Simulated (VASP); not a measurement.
A run of VASP 6.6.1:

File INCAR:

```
PREC     = Accurate       # precision mode
ENCUT    = 600            # plane-wave cutoff, eV
EDIFF    = 1E-6           # SCF threshold, eV
ISMEAR   = -1             # smearing method
SIGMA    = 0.05           # smearing width, eV
LREAL    = F              # projectors in reciprocal space
LASPH    = T              # aspherical terms in the spheres
NELM     = 120            # most SCF steps
ALGO     = Normal         # electronic algorithm
ISIF     = 2              # what is computed and relaxed
LWAVE    = F              # write WAVECAR
LCHARG   = F              # write CHGCAR
GGA      = PE             # functional
NBANDS   = 11             # bands
GGA_COMPAT= F
```

The input KPOINTS:

```
Automatic mesh
0
Gamma
  5 5 4
```

The input POSCAR:

```
MgB2
1.0
    3.0850000000      0.0000000000      0.0000000000
   -1.5425000000      2.6716900000      0.0000000000
    0.0000000000      0.0000000000      3.5230000000
Mg B
1 2
Direct
    0.0000000000      0.0000000000      0.0000000000
    0.3333333333      0.6666666667      0.5000000000
    0.6666666667      0.3333333333      0.5000000000
```

Potentials or basis: VASP PAW PBE potentials, release 64 (Mg, B).

The run is started by

```sh
$ cat potpaw_PBE.64/Mg/POTCAR potpaw_PBE.64/B/POTCAR > POTCAR
$ mpirun -np 1 vasp_std > vasp.out
```

Hardware: 1 thread of Intel Xeon 6975P-C, on a shared host.

Question: How long does it take, and how much memory?

Answer: Run time: 9.2 s on 1 thread of Intel Xeon 6975P-C, with other jobs on the host, peak memory 0.15 GiB. Counts: scf iterations 13, k points 15.
